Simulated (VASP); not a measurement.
The system is SrTiO3 (Tausonite).

```xyz
5
Lattice="3.9364 0.0000 0.0000 0.0000 3.9364 0.0000 0.0000 0.0000 3.9364" Properties=species:S:1:pos:R:3 pbc="T T T"
Sr    1.9682    1.9682    1.9682
Ti    0.0000    0.0000    0.0000
O     1.9682    0.0000    0.0000
O     0.0000    1.9682    0.0000
O     0.0000    0.0000    1.9682
```

| Item | Value |
| --- | --- |
| Program | VASP 6.6.1 |
| Task | relaxation of cell and atoms |
| Functional | PBEsol |
| Potentials or basis | VASP PAW PBE potentials, release 64 (Sr_sv, Ti_sv, O) |
| Cutoff | 600 eV |
| k mesh | 8 × 8 × 8 |
| Occupations | gaussian, width 0.02 eV |
| Spin | no spin polarisation |

At the start: pressure -5.5 GPa; volume 12.20 Å³/atom.

Problem. Where does the relaxation end?

Solution. Over 3 steps the energy falls by 6.8 meV/atom and the volume is 11.82 Å³/atom (-3.1 %); space group Pm-3m (No. 221, to 0.05 Å).

The path:
| step | energy change (eV) | largest force (eV/Å) | pressure (GPa) | volume (Å³) |
| --- | --- | --- | --- | --- |
| 1 | 0.0000 | 0.0000 | -5.55 | 61.00 |
| 2 | -0.0035 | 0.0000 | 5.86 | 57.34 |
| 3 | -0.0342 | 0.0000 | -0.03 | 59.08 |

Final structure:
```
CELL_PARAMETERS angstrom
3.89475 0.00000 0.00000
0.00000 3.89475 0.00000
0.00000 0.00000 3.89475
ATOMIC_POSITIONS crystal
Sr 0.50000 0.50000 0.50000
Ti 0.00000 0.00000 0.00000
O 0.50000 0.00000 0.00000
O 0.00000 0.50000 0.00000
O 0.00000 0.00000 0.50000
```

Caveat: the PAW data sets were made with another functional, which shifts forces and pressure a little.
